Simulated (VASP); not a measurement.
A run of VASP 6.6.1 is set up as follows.

Contents of INCAR:

```
SYSTEM = Al16CN16
PREC = Accurate
ENCUT = 520
EDIFF = 1E-6
ISMEAR = -1
SIGMA = 0.01
LREAL = Auto
LASPH = .True.
NELM = 100
ALGO = Normal
ISIF = 2
LWAVE = .False.
LCHARG = .True.
GGA = PE
LELF = .True.
LVHAR = .True.
NBANDS = 88
```

The input KPOINTS:

```
Automatic mesh
0
Gamma
  2 2 2
  0.5 0.5 0.5
```

Contents of POSCAR:

```
Al16CN16
1.0
    6.2595139100      0.0000000600      0.0000000000
   -3.1297570100      5.4208980300      0.0000000000
    0.0000000000      0.0000000000     10.0348065900
Al N C
16 16 1
Direct
    0.3398647100      0.1640901600      0.2436622000
    0.2030708300      0.3504506800      0.5101852900
    0.3338102600      0.1551237600      0.7538398200
    0.1713851300      0.3280622700      0.9891572700
    0.3402838700      0.6602017200      0.2422015000
    0.1709466900      0.8242656600      0.4962474000
    0.3407746300      0.6651403800      0.7510140600
    0.1710291100      0.8273103000      1.0000137500
    0.8400269600      0.1632902700      0.2183359100
    0.6608281200      0.3505434000      0.5120492200
    0.8381544200      0.1630113000      0.7291791800
    0.6701074100      0.3281307400      0.9894421200
    0.8357614200      0.6605760600      0.2427307300
    0.6619299400      0.8006786500      0.4988223800
    0.8412169200      0.6649121600      0.7517512600
    0.6712435100      0.8279522700      0.9900748400
    0.3378261800      0.1649872200      0.4373821300
    0.1795317700      0.3299017700      0.1783004300
    0.3327580000      0.1562650300      0.9391798900
    0.1893277600      0.3347638600      0.6972222900
    0.3362426800      0.6591020500      0.4328552100
    0.1730819600      0.8272740300      0.1890188800
    0.3355262300      0.6649086000      0.9368642900
    0.1725484700      0.8256256600      0.6856904500
    0.8622717000      0.2195625100      0.5235748800
    0.6693376900      0.3295197600      0.1790780500
    0.8360083700      0.1624245600      0.9303506100
    0.6607090500      0.3338220600      0.6988429900
    0.8391919700      0.6562423000      0.4336216200
    0.6694345000      0.8206543600      0.1765990300
    0.8412945500      0.6654207600      0.9375964100
    0.6688296600      0.8162411200      0.6883588800
   -0.1842712700      0.1042639300      0.4054080400
```

Potentials or basis: VASP PAW PBE potentials, release 64 (Al, N, C).

The run is started by

```bash
$ cat potpaw_PBE.64/Al/POTCAR potpaw_PBE.64/N/POTCAR potpaw_PBE.64/C/POTCAR > POTCAR
$ mpirun -np 1 vasp_std > vasp.out
```

Problem. Predict the pressure.

Solution. 7.4 GPa.

Problem. What does it give for the band gap on the k mesh?

Solution. 0.18 eV.

Problem. What does it give for the largest force?

Solution. 0.596 eV/Å.

Stress tensor (GPa, compression positive):
```
 6.64 -1.24 -0.12
-1.24  7.68  0.23
-0.12  0.23  7.94
```

Caveat: the k points lie up to 0.58 Å⁻¹ apart.
